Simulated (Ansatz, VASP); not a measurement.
Fe in VASP and in Ansatz

File INCAR:

```
ALGO = Normal ; EDIFF = 1E-8
ENCUT = 520 ; GGA = PE
ISIF = 2 ; ISMEAR = -1
ISPIN = 2 ; LASPH = True
LCHARG = False ; LEFG = True
LMAXMIX = 4 ; LORBIT = 11
LREAL = False ; LWAVE = False
MAGMOM = 3 ; NBANDS = 14
NELM = 150 ; PREC = Accurate
SIGMA = 0.03
```

File KPOINTS:

```
k-points
0
Gamma
  18 18 18
```

The input POSCAR:

```
Fe
1.0
    2.3519495022      0.0000000000      0.0000000000
    0.0000000000      2.3519495022      0.0000000000
    0.0000000000      0.0000000000      2.3519495022
Fe
1
Direct
    0.0000000000      0.0000000000      0.0000000000
```

Input for Ansatz:

```yaml
crystal:
  lattice:
    - [2.3519495022, 0.0, 0.0]
    - [0.0, 2.3519495022, 0.0]
    - [0.0, 0.0, 2.3519495022]
  atoms:
    - { symbol: Fe, position: [0.0, 0.0, 0.0], spin: 3.0 }
magnetization:
  spin_polarized: true
kpoints:
  mp_grid: { grid: [18, 18, 18] }
scf:
  occupations: { method: fermi_dirac, width: 0.03 }
hamiltonian:
  xc: pbe
  pseudopotentials: { kind: paw }
output:
  forces: true
  stress: true
  eigenvalues: true
  efg: { contact_densities: true }
```

Change from the starting cell: volume scaled by 0.98, PAW files.

Alike in both runs: task electric field gradients; functional PBE; k mesh 18 × 18 × 18; occupations fermi-dirac, width 0.03 eV; collinear spin.

|  | VASP | Ansatz |
| --- | --- | --- |
| version | VASP 6.6.1 | Ansatz 0.2.0 |
| potentials or method | VASP PAW PBE potentials, release 64 (Fe) | PAW with Ansatz's default frozen-core files, scalar-relativistic |
| plane-wave cutoff (eV) | 520 | 420 |
| valence electrons in the cell | 8 | 16 |

|  | VASP | Ansatz | Ansatz less VASP |
| --- | --- | --- | --- |
| pressure (GPa) | 2.5 | 3.0 | +0.53 |
| net moment per atom (μB) | 2.34 | 2.34 | -0.003 |
| size of the moment on the site where the two differ most (μB) | 2.33 | 2.31 | -0.016 |

Site moments also hang on the region over which each program counts them. VASP's potentials hold 8 valence electrons a cell and Ansatz's 16, so a difference there can come from the potentials and not from the codes.
